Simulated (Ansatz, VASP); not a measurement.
## GaSb3 in VASP and in Ansatz

```
Ga Sb
1.0
     0.00000    3.64789    3.64789
     3.64789    0.00000    3.64789
     3.64789    3.64789    0.00000
Ga Sb
1 3
Direct
  0.99086 0.00914 0.00914
  0.25000 0.25000 0.25000
  0.75000 0.75000 0.75000
  0.50000 0.50000 0.50000
```

Alike in both runs: task single point; functional PBE; dispersion D3(BJ); k mesh 12 × 12 × 12; occupations gaussian, width 0.15 eV; no spin polarisation.

```csv
,VASP,Ansatz
version,VASP 6.6.1,Ansatz 0.2.0
potentials or method,"VASP PAW PBE potentials, release 64 (Ga_d, Sb), cutoff 520 eV","scalar-relativistic, plane waves, PAW"
valence electrons in the cell,28,58
```

|  | VASP | Ansatz | Ansatz less VASP |
| --- | --- | --- | --- |
| gap on the k mesh at the Fermi level (eV) | none | none | - |
| pressure (GPa) | 0.3 | 0.4 | +0.08 |
| rms of the force components (eV/Å) | 0.042 | 0.041 | -0.0003 |

Atom by atom the forces differ by 0.000 eV/Å (rms over components). A gap of «none» marks a metal or a gap that the smearing closes. VASP's potentials hold 28 valence electrons a cell and Ansatz's 58, so a difference there can come from the potentials and not from the codes.

Spin-orbit coupling is off throughout.
